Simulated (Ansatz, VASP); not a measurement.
One calculation of MoRu2, two programs

```xyz
6
Lattice="0.0000 3.5575 3.5575 3.5575 0.0000 3.5575 3.5575 3.5575 0.0000" Properties=species:S:1:pos:R:3 pbc="T T T"
Mo    1.7788    1.7788    1.7788
Mo    0.0000    0.0000    0.0000
Ru    4.4469    4.4469    4.4469
Ru    2.6681    2.6681    4.4469
Ru    2.6681    4.4469    2.6681
Ru    4.4469    2.6681    2.6681
```

Alike in both runs: functional PBE; k mesh 4 × 4 × 4; occupations gaussian, width 0.1 eV; no spin polarisation.

Ansatz relaxed the structure, and its values are those at the end. VASP's run is a single point on that final structure, the one shown.

|  | VASP | Ansatz |
| --- | --- | --- |
| version | VASP 6.6.1 | Ansatz 0.2.0 |
| potentials or method | VASP PAW PBE potentials, release 64 (Mo_sv, Ru_pv), cutoff 520 eV | scalar-relativistic, plane waves, PAW |
| valence electrons in the cell | 84 | 92 |

|  | VASP | Ansatz | Ansatz less VASP |
| --- | --- | --- | --- |
| gap on the k mesh at the Fermi level (eV) | none | none | - |
| pressure (GPa) | 0.1 | -0.1 | -0.13 |

A gap of «none» marks a metal or a gap that the smearing closes. VASP's potentials hold 84 valence electrons a cell and Ansatz's 92, so a difference there can come from the potentials and not from the codes.

The k mesh is coarse, so the values compare programs but aren't converged.
